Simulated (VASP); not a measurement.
Write the native input for VASP 6.6.1 that does the following.

```yaml
Task: single point
Functional: PBE
Potentials_or_basis: VASP PAW PBE potentials, release 64 (P, Ga_d, As)
Cutoff: 520 eV
k_mesh: 6 × 6 × 6
Occupations: gaussian, width 0.01 eV
Spin: no spin polarisation
Dipole_correction: no
Further_INCAR_settings: ALGO = Normal; EDIFF = 1e-06; NBANDS = 46
```

The structure of Ga4As3P lies in POSCAR:

```
Ga4As3P
1.0
   -2.8975814659      2.8975814659      5.7938990967
    2.8975814659     -2.8975814659      5.7938990967
    2.8975814659      2.8975814659     -5.7938990967
P Ga As
1 4 3
Direct
    0.0000000000      0.0000000000      0.0000000000
    0.6338754881      0.6338754881      0.5131786185
    0.8793031304      0.3661245119      0.0000000000
    0.1206968696      0.1206968696      0.4868213815
    0.3661245119      0.8793031304      0.0000000000
    0.2500000000      0.7500000000      0.5000000000
    0.5000000000      0.5000000000      0.0000000000
    0.7500000000      0.2500000000      0.5000000000
```

One way to write it, as run:

INCAR

```
SYSTEM = Ga4As3P
ALGO = Normal
EDIFF = 1E-6
ENCUT = 520
GGA = PE
ISIF = 2
ISMEAR = 0
LASPH = .True.
LCHARG = .False.
LREAL = .False.
LWAVE = .False.
NBANDS = 46
NELM = 80
PREC = Accurate
SIGMA = 0.01
```

KPOINTS

```
k-points
0
Gamma
  6 6 6
  0 0 0
```

Potentials or basis: VASP PAW PBE potentials, release 64 (P, Ga_d, As).

Command:

```sh
$ cat potpaw_PBE.64/P/POTCAR potpaw_PBE.64/Ga_d/POTCAR potpaw_PBE.64/As/POTCAR > POTCAR
$ mpirun -np 1 vasp_std > vasp.out
```

It gave:

```yaml
Pressure: -3.2 GPa
Largest_force: 0.006 eV/Å
Band_gap_on_the_k_mesh: 0.08 eV
```

Caveat: the cell stands under tension.

Wall time 6.7 min on 1 thread of Intel(R) Xeon(R) Platinum 8488C (Sapphire Rapids) (shared host), peak memory 0.54 GiB.
